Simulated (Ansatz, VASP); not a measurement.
## Au in VASP and in Ansatz

File INCAR:

```
PREC     = Accurate       # precision mode
ENCUT    = 520            # plane-wave cutoff, eV
EDIFF    = 1E-8           # SCF threshold, eV
ISMEAR   = -1             # smearing method
SIGMA    = 0.08           # smearing width, eV
LREAL    = False          # projectors in reciprocal space
LASPH    = True           # aspherical terms in the spheres
NELM     = 80             # most SCF steps
ALGO     = Normal         # electronic algorithm
ISIF     = 2              # what is computed and relaxed
LWAVE    = False          # write WAVECAR
LCHARG   = False          # write CHGCAR
GGA      = PS             # functional
LEFG     = True         
NBANDS   = 12             # bands
```

Contents of KPOINTS:

```
Automatic mesh
0
Gamma
  14 14 14
```

The input POSCAR:

```
Au
1.0
    0.0000000000      2.0455000000      2.0455000000
    2.0455000000      0.0000000000      2.0455000000
    2.0455000000      2.0455000000      0.0000000000
Au
1
Direct
    0.0000000000      0.0000000000      0.0000000000
```

Input for Ansatz:

```yaml
crystal:
  lattice:
    - [0.0, 2.0455, 2.0455]
    - [2.0455, 0.0, 2.0455]
    - [2.0455, 2.0455, 0.0]
  atoms:
    - { symbol: Au, position: [0.0, 0.0, 0.0] }
kpoints:
  mp_grid: { grid: [14, 14, 14] }
  band_path:
    path:
      - [0.0, 0.0, 0.0]
      - [0.5, 0.0, 0.5]
      - [0.625, 0.25, 0.625]
      - [0.375, 0.375, 0.75]
      - [0.0, 0.0, 0.0]
      - [0.5, 0.5, 0.5]
      - [0.5, 0.25, 0.75]
      - [0.5, 0.0, 0.5]
    npoints: 5
scf:
  occupations: { method: fermi_dirac, width: 0.08 }
hamiltonian:
  xc: pbesol
  pseudopotentials: { kind: paw }
output:
  forces: true
  stress: true
  eigenvalues: true
  efg: { contact_densities: true }
  write_density: true
  write_potential: true
  elf: true
  volumetric_format: npy
```

Alike in both runs: task electric field gradients; functional PBEsol; k mesh 14 × 14 × 14; occupations fermi-dirac, width 0.08 eV; no spin polarisation.

|  | VASP | Ansatz |
| --- | --- | --- |
| version | VASP 6.6.1 | Ansatz 0.2.0 |
| potentials or method | VASP PAW PBE potentials, release 64 (Au) | PAW with Ansatz's default frozen-core files, scalar-relativistic |
| plane-wave cutoff (eV) | 520 | 420 |
| valence electrons in the cell | 11 | 19 |

Ansatz gave:

```
pressure (GPa) : -1.0
```

Problem. Estimate VASP's values.

Solution. Pressure (GPa): -1.3.

VASP's potentials were made for PBE, not for PBEsol. VASP's potentials hold 11 valence electrons a cell and Ansatz's 19, so a difference there can come from the potentials and not from the codes.

Spin-orbit coupling is off throughout.
